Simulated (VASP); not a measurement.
# Te2Mo in VASP: further runs

Te2Mo is run at these levels: PBE+D3(BJ); tasks: single point.

Program: VASP 6.6.1. These are calculated values, not measurements. Logs are shortened: lines on timing, memory, paths and dates and some standing lists are left out, and cuts for length are marked.

### Step 1. The cell of the first run

The cell holds a slab with vacuum, 3 atoms: a = 3.597 Å, b = 3.597 Å, c = 33.270 Å, α = 90.00°, β = 90.00°, γ = 120.00°.

### Step 2. Single point, PBE+D3(BJ)

INCAR

```
PREC = Accurate
ENCUT = 520
EDIFF = 1E-7
ISMEAR = 0
SIGMA = 0.02
LREAL = F
LASPH = T
NELM = 80
ALGO = Normal
ISIF = 2
LWAVE = F
LCHARG = F
LDIPOL = T
IDIPOL = 3
DIPOL = 0.5 0.5 0.500
GGA = PE
IVDW = 12
NBANDS = 20
```

KPOINTS

```
regular mesh
0
Gamma
  9 9 1
```

POSCAR

```
Te2Mo
1.0
    3.5970000000      0.0000000000      0.0000000000
   -1.7985000000      3.1150933774      0.0000000000
    0.0000000000      0.0000000000     33.2698832047
Te Mo
2 1
Direct
    0.3333333333      0.6666666667      0.4472796466
    0.3333333333      0.6666666667      0.5527203534
    0.6666666667      0.3333333333      0.5000000000
```

Potentials or basis: VASP PAW PBE potentials, release 64 (Te, Mo_sv).

On the command line:

```bash
$ cat potpaw_PBE.64/Te/POTCAR potpaw_PBE.64/Mo_sv/POTCAR > POTCAR
$ mpirun -np 1 vasp_std > vasp.out
```

OUTCAR:

```text
PREC = Accurate
   ENCUT = 520
   EDIFF = 1E-7
   ISMEAR = 0
   LREAL = F
   LASPH = T
   NELM = 80
   ISIF = 2
   GGA = PE
   IVDW = 12
 IVDW          = 12

 ion  position               nearest neighbor table
   1  0.333  0.667  0.447-   3 2.72   3 2.72   3 2.72   2 3.51
   2  0.333  0.667  0.553-   3 2.72   3 2.72   3 2.72   1 3.51
   3  0.667  0.333  0.500-   1 2.72   2 2.72   1 2.72   2 2.72   1 2.72   2 2.72

  LATTYP: Found a hexagonal cell.
 ALAT       =     3.5970000000
 C/A-ratio  =     9.2493420085

  Lattice vectors:

 A1 = (   3.5970000000,   0.0000000000,   0.0000000000)
 A2 = (  -1.7985000000,   3.1150933774,   0.0000000000)
 A3 = (   0.0000000000,   0.0000000000,  33.2698832047)

Analysis of symmetry for initial positions (statically):
=====================================================================
 Subroutine PRICEL returns:
 Original cell was already a primitive cell.

 Routine SETGRP: Setting up the symmetry group for a
 hexagonal supercell.

 Subroutine GETGRP returns: Found 12 space group operations
 (whereof 12 operations were pure point group operations)
 out of a pool of 24 trial point group operations.

The static configuration has the point symmetry D_3h.

Analysis of symmetry for dynamics (positions and initial velocities):
=====================================================================
 Subroutine PRICEL returns:
 Original cell was already a primitive cell.

 Routine SETGRP: Setting up the symmetry group for a
 hexagonal supercell.

 Subroutine GETGRP returns: Found 12 space group operations
 (whereof 12 operations were pure point group operations)
 out of a pool of 24 trial point group operations.

The dynamic configuration has the point symmetry D_3h.

 Subroutine INISYM returns: Found 12 space group operations
 (whereof 12 operations are pure point group operations),
 and found     1 'primitive' translations

----------------------------------------------------------------------------------------

                                     Primitive cell

  volume of cell :     372.7887

  direct lattice vectors                    reciprocal lattice vectors
     3.597000000  0.000000000  0.000000000     0.278009452  0.160508832  0.000000000
    -1.798500000  3.115093377  0.000000000     0.000000000  0.321017664  0.000000000
     0.000000000  0.000000000 33.269883205     0.000000000  0.000000000  0.030057214

  length of vectors
     3.597000000  3.597000000 33.269883205     0.321017664  0.321017664  0.030057214

  position of ions in fractional coordinates (direct lattice)
     0.333333333  0.666666667  0.447279647
     0.333333333  0.666666667  0.552720353
     0.666666667  0.333333333  0.500000000

  ion indices of the primitive-cell ions
   primitive index   ion index
                 1           1
                 2           2
                 3           3

----------------------------------------------------------------------------------------

 KPOINTS: regular mesh

Automatic generation of k-mesh.
 Grid dimensions read from file:
 generate k-points for:    9    9    1

 Generating k-lattice:

  Cartesian coordinates                     Fractional coordinates (reciprocal lattice)
     0.030889939  0.017834315  0.000000000     0.111111111 -0.000000000  0.000000000
     0.000000000  0.035668629  0.000000000     0.000000000  0.111111111  0.000000000
     0.000000000  0.000000000  0.030057214     0.000000000  0.000000000  1.000000000

  Length of vectors
     0.035668629  0.035668629  0.030057214

  Shift w.r.t. Gamma in fractional coordinates (k-lattice)
     0.000000000  0.000000000  0.000000000

 Subroutine IBZKPT returns following result:
 ===========================================

 Found     12 irreducible k-points:

 Following reciprocal coordinates:
            Coordinates               Weight
  0.000000  0.000000  0.000000      1.000000
  0.111111 -0.000000  0.000000      6.000000
  0.222222  0.000000  0.000000      6.000000
  0.333333  0.000000  0.000000      6.000000
  0.444444  0.000000  0.000000      6.000000
  0.111111  0.111111  0.000000      6.000000
  0.222222  0.111111  0.000000     12.000000
  0.333333  0.111111  0.000000     12.000000
  0.444444  0.111111  0.000000      6.000000
  0.222222  0.222222  0.000000      6.000000
  0.333333  0.222222  0.000000     12.000000
  0.333333  0.333333  0.000000      2.000000
   k-points           NKPTS =     12   k-points in BZ     NKDIM =     12   number of bands    NBANDS=     20
   number of dos      NEDOS =    301   number of ions     NIONS =      3
   total plane-waves  NPLWV = 196000
   dimension x,y,z NGX =    28 NGY =   28 NGZ =  250
   dimension x,y,z NGXF=    56 NGYF=   56 NGZF=  500
   ions per type =               2   1
   NGX,Y,Z   is equivalent  to a cutoff of  12.94, 12.94, 12.49 a.u.
   NGXF,Y,Z  is equivalent  to a cutoff of  25.88, 25.88, 24.98 a.u.
 SYSTEM =  unknown system
   PREC   = accura    normal or accurate (medium, high low for compatibility)
   ISTART =      0    job   : 0-new  1-cont  2-samecut
   ICHARG =      2    charge: 1-file 2-atom 10-const
   ISPIN  =      1    spin polarized calculation?
   LNONCOLLINEAR =      F non collinear calculations
   LSORBIT =      F    spin-orbit coupling
   LASPH  =      T    aspherical Exc in radial PAW
   ENCUT  =  520.0 eV  38.22 Ry    6.18 a.u.   6.69  6.69 61.86*2*pi/ulx,y,z
   NELM   =     80;   NELMIN=  2; NELMDL= -5     # of ELM steps
   EDIFF  = 0.1E-06   stopping-criterion for ELM
   LREAL  =      F    real-space projection
   EDIFFG = 0.1E-05   stopping-criterion for IOM
   NSW    =      0    number of steps for IOM
   IBRION =     -1    ionic relax: 0-MD 1-quasi-New 2-CG
   NFREE  =      0    steps in history (QN), initial steepest desc. (CG)
   ISIF   =      2    stress and relaxation
   ISYM   =      2    0-nonsym 1-usesym 2-fastsym
   POTIM  = 0.5000    time-step for ionic-motion
   TEBEG  =    0.0;   TEEND  =   0.0 temperature during run
   PSTRESS=    0.0 pullay stress
   NELECT =      26.0000    total number of electrons
   NUPDOWN=      -1.0000    fix difference up-down
   EMIN   =  10.00;   EMAX   =-10.00  energy-range for DOS
   EFERMI =   0.00;   METHOD = LEGACY
   ISMEAR =     0;   SIGMA  =   0.02  broadening in eV -4-tet -1-fermi 0-gaus
   EFERMI_NEDOS =   21; number of points for ismear=-14 and -15
   IALGO  =     38    algorithm
   IMIX   =      4    mixing-type and parameters
     AMIX     =   0.40;   BMIX     =  1.00
     AMIX_MAG =   1.60;   BMIX_MAG =  1.00
  volume/ion in A,a.u.               =     124.26       838.57
  Fermi-wavevector in a.u.,A,eV,Ry     =   0.673873  1.273436  6.178480  0.454105
  Thomas-Fermi vector in A             =   1.750423
   LORBIT       =      0    0 simple, 1 ext, 2 COOP (PROOUT), +10 PAW based schemes
   GGA     = PE    functional components
   LHFCALC =     F    Hartree Fock is set to
   AEXX    =    0.0000 exact exchange contribution
   IVDW    =    12    specifies the selected vdW correction
   LEPSILON=     F    determine dielectric tensor
   LRPA    =     F    only Hartree local field effects (RPA)
 non-spin polarized calculation
 Gauss-broadening in eV      SIGMA  =   0.02
  energy-cutoff  :      520.00
  volume of cell :      372.79
 maximum number of plane-waves:     10131
 NGX is ok and might be reduce to    28
   NGX = 13   NGY = 13   NGZ =123

 number of electron      26.0000001 magnetization

 dipolmoment           0.000000      0.000000      0.000000 electrons x Angstroem

 Free energy of the ion-electron system (eV)
  ---------------------------------------------------
  ext. energy  EPLUGINS =         0.00000000
  ---------------------------------------------------
  free energy    TOTEN  =       -17.99299237 eV

  energy without entropy =      -17.99299237  energy(sigma->0) =      -17.99299237

 E-fermi :  -2.2100     XC(G=0):  -2.4707

 val. band max:       -2.4221946601   @ k =   0.3333   0.3333   0.0000
 cond. band min:      -1.4787533313   @ k =   0.3333   0.3333   0.0000
 fundamental gap:      0.9434413288
 Fermi energy:        -2.2100036035

 k-point     1 :       0.0000    0.0000    0.0000
  band No.  band energies     occupation
      1     -63.0581      2.00000
      2     -37.1842      2.00000
      3     -37.1289      2.00000
      4     -37.1289      2.00000
      5     -14.8750      2.00000
      6     -13.8015      2.00000
[... 12 lines left out ...]
     19       2.2124      0.00000
     20       2.6517      0.00000

 k-point     2 :       0.1111   -0.0000    0.0000
  band No.  band energies     occupation
      1     -63.0572      2.00000
      2     -37.1814      2.00000
      3     -37.1413      2.00000
      4     -37.1318      2.00000
      5     -14.7167      2.00000
      6     -13.6973      2.00000
[... 12 lines left out ...]
     19       2.4099      0.00000
     20       2.8479      0.00000

 k-point     3 :       0.2222    0.0000    0.0000
  band No.  band energies     occupation
      1     -63.0551      2.00000
      2     -37.1744      2.00000
      3     -37.1724      2.00000
      4     -37.1390      2.00000
      5     -14.2733      2.00000
      6     -13.4070      2.00000
[... 12 lines left out ...]
     19       2.9690      0.00000
     20       3.4164      0.00000

 k-point     4 :       0.3333    0.0000    0.0000
  band No.  band energies     occupation
      1     -63.0526      2.00000
      2     -37.2075      2.00000
      3     -37.1664      2.00000
      4     -37.1472      2.00000
      5     -13.6606      2.00000
      6     -13.0139      2.00000
[... 12 lines left out ...]
     19       3.5495      0.00000
     20       3.6939      0.00000

 k-point     5 :       0.4444    0.0000    0.0000
  band No.  band energies     occupation
      1     -63.0510      2.00000
      2     -37.2303      2.00000
      3     -37.1611      2.00000
      4     -37.1525      2.00000
      5     -13.1525      2.00000
      6     -12.7022      2.00000
[... 12 lines left out ...]
     19       3.6315      0.00000
     20       4.0992      0.00000

 k-point     6 :       0.1111    0.1111    0.0000
  band No.  band energies     occupation
      1     -63.0557      2.00000
      2     -37.1765      2.00000
      3     -37.1619      2.00000
      4     -37.1379      2.00000
      5     -14.4153      2.00000
      6     -13.4994      2.00000
[... 12 lines left out ...]
     19       2.7933      0.00000
     20       3.2300      0.00000

 k-point     7 :       0.2222    0.1111    0.0000
  band No.  band energies     occupation
      1     -63.0534      2.00000
      2     -37.1926      2.00000
      3     -37.1690      2.00000
      4     -37.1481      2.00000
      5     -13.8812      2.00000
      6     -13.1523      2.00000
[... 12 lines left out ...]
     19       3.4999      0.00000
     20       3.9862      0.00000

 k-point     8 :       0.3333    0.1111    0.0000
  band No.  band energies     occupation
      1     -63.0514      2.00000
      2     -37.2192      2.00000
      3     -37.1623      2.00000
      4     -37.1572      2.00000
      5     -13.2966      2.00000
      6     -12.7830      2.00000
[... 12 lines left out ...]
     19       4.1034      0.00000
     20       4.1864      0.00000

 k-point     9 :       0.4444    0.1111    0.0000
  band No.  band energies     occupation
      1     -63.0506      2.00000
      2     -37.2296      2.00000
      3     -37.1608      2.00000
      4     -37.1597      2.00000
      5     -13.0162      2.00000
      6     -12.6127      2.00000
[... 12 lines left out ...]
     19       4.4492      0.00000
     20       4.7650      0.00000

 k-point    10 :       0.2222    0.2222    0.0000
  band No.  band energies     occupation
      1     -63.0515      2.00000
      2     -37.2098      2.00000
      3     -37.1640      2.00000
      4     -37.1628      2.00000
      5     -13.3578      2.00000
      6     -12.8153      2.00000
[... 12 lines left out ...]
     19       4.1036      0.00000
     20       4.2289      0.00000

 k-point    11 :       0.3333    0.2222    0.0000
  band No.  band energies     occupation
      1     -63.0503      2.00000
      2     -37.2183      2.00000
      3     -37.1771      2.00000
      4     -37.1588      2.00000
      5     -12.9486      2.00000
      6     -12.5562      2.00000
[... 12 lines left out ...]
     19       3.9395      0.00000
     20       4.7043      0.00000

 k-point    12 :       0.3333    0.3333    0.0000
  band No.  band energies     occupation
      1     -63.0499      2.00000
      2     -37.2095      2.00000
      3     -37.1934      2.00000
      4     -37.1574      2.00000
      5     -12.8040      2.00000
      6     -12.4590      2.00000
[... 12 lines left out ...]
     19       2.9291      0.00000
     20       5.0618      0.00000

------------------------ aborting loop because EDIFF is reached ----------------------------------------

 vacuum level on the upper side and lower side of the slab       (xc-potential included)        -0.070        -0.070

 Edisp (eV)   -1.15634

 E8    (eV) :    -0.5642

  FORCE on cell =-STRESS in cart. coord.  units (eV):
  Direction    XX          YY          ZZ          XY          YZ          ZX
  --------------------------------------------------------------------------------------
  -------------------------------------------------------------------------------------
  Total      -1.28837    -1.28837     1.47782     0.00000     0.00000     0.00000
  in kB      -5.53720    -5.53720     6.35142     0.00000     0.00000     0.00000
  external pressure =       -1.57 kB  Pullay stress =        0.00 kB

 VOLUME and BASIS-vectors are now :
 -----------------------------------------------------------------------------
  energy-cutoff  :      520.00
  volume of cell :      372.79
      direct lattice vectors                 reciprocal lattice vectors
     3.597000000  0.000000000  0.000000000     0.278009452  0.160508832  0.000000000
    -1.798500000  3.115093377  0.000000000     0.000000000  0.321017664  0.000000000
     0.000000000  0.000000000 33.269883205     0.000000000  0.000000000  0.030057214

 POSITION                                       TOTAL-FORCE (eV/Angst)
 -----------------------------------------------------------------------------------
     -0.00000      2.07673     14.88094        -0.000000     -0.000000     -0.424445
     -0.00000      2.07673     18.38894         0.000000     -0.000000      0.424445
      1.79850      1.03836     16.63494         0.000000      0.000000      0.000000
 -----------------------------------------------------------------------------------
    total drift:                               -0.000000      0.000000      0.000000

  FREE ENERGIE OF THE ION-ELECTRON SYSTEM (eV)
  ---------------------------------------------------
  free  energy   TOTEN  =       -19.1493362581 eV

  energy  without entropy=      -19.1493362581  energy(sigma->0) =      -19.14933626

 vacuum level on the upper side and lower side of the slab         2.556         2.556
```

Wall time 2.5 min (1 thread of AMD EPYC 9R45 (Zen 5), shared host); peak memory 0.44 GiB.

What came out:

| Quantity | Value |
| --- | --- |
| Free energy | -19.1493 eV |
| Largest force | 0.424 eV/Å |
| Band gap on the k mesh | 0.94 eV, direct |
| Dispersion energy per atom | -0.385 eV |

Forces in eV/Å, atoms in the order of the input:
```
Te   0.000  0.000 -0.424
Te   0.000  0.000  0.424
Mo   0.000  0.000  0.000
```

Levels at points of the mesh, in eV from the valence-band top:
| k point | band 9 | band 10 | band 11 | band 12 | band 13 | band 14 | band 15 | band 16 | band 17 | band 18 |
| --- | --- | --- | --- | --- | --- | --- | --- | --- | --- | --- |
| (0.00, 0.00, 0.00) | -1.81 | -1.38 | -0.97 | -0.97 | -0.20 | 3.02 | 3.02 | 3.35 | 3.35 | 4.35 |

Caveat: spin-orbit coupling is left out, which moves the levels of the heavy elements.

### Step 3. Single point, PBE+D3(BJ)

INCAR

```
SYSTEM = Te2Mo
ALGO = Normal
DIPOL = 0.5 0.5 0.500
EDIFF = 1E-7
ENCUT = 520
GGA = PE
IDIPOL = 3
ISIF = 2
ISMEAR = 0
IVDW = 12
LASPH = .True.
LCHARG = .False.
LDIPOL = .True.
LREAL = .False.
LWAVE = .False.
NBANDS = 20
NELM = 100
PREC = Accurate
SIGMA = 0.02
```

KPOINTS

```
k-points
0
Gamma
  9 9 1
  0 0 0
```

POSCAR

```
Te2Mo
1.0
    3.5970000000      0.0000000000      0.0000000000
   -1.7985000000      3.1150933774      0.0000000000
    0.0000000000      0.0000000000     33.2698832047
Te Mo
2 1
Direct
    0.3333333333      0.6666666667      0.4434924376
    0.3333333333      0.6666666667      0.5565075624
    0.6666666667      0.3333333333      0.5000000000
```

Potentials or basis: VASP PAW PBE potentials, release 64 (Te, Mo_sv).

On the command line:

```bash
$ cat potpaw_PBE.64/Te/POTCAR potpaw_PBE.64/Mo_sv/POTCAR > POTCAR
$ mpirun -np 1 vasp_std > vasp.out
```

Run time: 2.7 min. Hardware: 1 thread of AMD EPYC 9R45 (Zen 5), shared host; peak memory 0.44 GiB.

It converged, with:

```yaml
Free_energy: -19.0464 eV
Largest_force: 1.147 eV/Å
Band_gap_on_the_k_mesh: 1.06 eV, direct
Dispersion_energy_per_atom: -0.374 eV
```

Forces on the atoms (eV/Å):
```
Te   0.000  0.000  1.147
Te   0.000  0.000 -1.147
Mo   0.000  0.000  0.000
```

Levels at points of the mesh, in eV from the valence-band top:
```
           k point  band 11  band 12  band 13  band 14  band 15  band 16
(0.00, 0.00, 0.00)    -0.77    -0.77    -0.54     2.80     2.80     2.99
```

Caveat: spin-orbit coupling is left out, which moves the levels of the heavy elements.

### Step 4. Single point, PBE+D3(BJ)

INCAR

```
SYSTEM = Te2Mo
PREC = Accurate
ENCUT = 520
EDIFF = 1E-6
ISMEAR = 0
SIGMA = 0.02
LREAL = .False.
LASPH = .True.
NELM = 100
ALGO = Normal
ISIF = 2
LWAVE = .False.
LCHARG = .False.
LDIPOL = .True.
IDIPOL = 3
DIPOL = 0.5 0.5 0.500
GGA = PE
IVDW = 12
NBANDS = 20
```

KPOINTS

```
regular mesh
0
Gamma
  9 9 1
  0 0 0
```

POSCAR

```
Te2Mo
1.0
    3.5970000000      0.0000000000      0.0000000000
   -1.7985000000      3.1150933774      0.0000000000
    0.0000000000      0.0000000000     33.2698832047
Te Mo
2 1
Direct
    0.3333333333      0.6666666667      0.4397052287
    0.3333333333      0.6666666667      0.5602947713
    0.6666666667      0.3333333333      0.5000000000
```

On the command line:

```bash
$ cat potpaw_PBE.64/Te/POTCAR potpaw_PBE.64/Mo_sv/POTCAR > POTCAR
$ mpirun -np 1 vasp_std > vasp.out
```

Run time: 2.5 min. Hardware: 1 thread of AMD EPYC 9R45 (Zen 5), shared host; peak memory 0.44 GiB.

The run converged. Its results:

```
Free energy                : -18.6121 eV
Largest force              : 2.226 eV/Å
Band gap on the k mesh     : 0.86 eV, indirect (least direct gap 1.12 eV)
Dispersion energy per atom : -0.364 eV
```

Forces on the atoms (eV/Å):
```
Te   0.000  0.000  2.226
Te   0.000  0.000 -2.226
Mo   0.000  0.000  0.000
```

Levels at points of the mesh, in eV from the valence-band top:
| k point | band 11 | band 12 | band 13 | band 14 | band 15 | band 16 |
| --- | --- | --- | --- | --- | --- | --- |
| (0.00, 0.00, 0.00) | -0.76 | -0.54 | -0.54 | 2.65 | 2.65 | 2.73 |

Caveat: spin-orbit coupling is left out, which moves the levels of the heavy elements.
